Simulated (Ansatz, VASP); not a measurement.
# MgS: VASP beside Ansatz

```
Mg S
1.0
     0.00000    2.58171    2.58171
     2.58171    0.00000    2.58171
     2.58171    2.58171    0.00000
Mg S
1 1
Direct
  0.00000 0.00000 0.00000
  0.50000 0.50000 0.50000
```

Alike in both runs: task single point; functional LDA; k mesh 8 × 8 × 8; occupations gaussian, width 0.05 eV; no spin polarisation.

|  | VASP | Ansatz |
| --- | --- | --- |
| version | VASP 6.6.1 | Ansatz 0.2.0 |
| potentials or method | VASP PAW LDA potentials, release 64 (Mg, S), cutoff 600 eV | scalar-relativistic, plane waves, PAW |
| valence electrons in the cell | 8 | 16 |

|  | VASP | Ansatz | Ansatz less VASP |
| --- | --- | --- | --- |
| gap on the k mesh at the Fermi level (eV) | 2.61 | 2.61 | 0.000 |
| least direct gap on the mesh (eV) | 3.68 | 3.66 | -0.012 |
| pressure (GPa) | -2.2 | -1.6 | +0.56 |

LDA's correlation is that of Perdew and Zunger in VASP and of Perdew and Wang (1992) in Ansatz. VASP's potentials hold 8 valence electrons a cell and Ansatz's 16, so a difference there can come from the potentials and not from the codes.
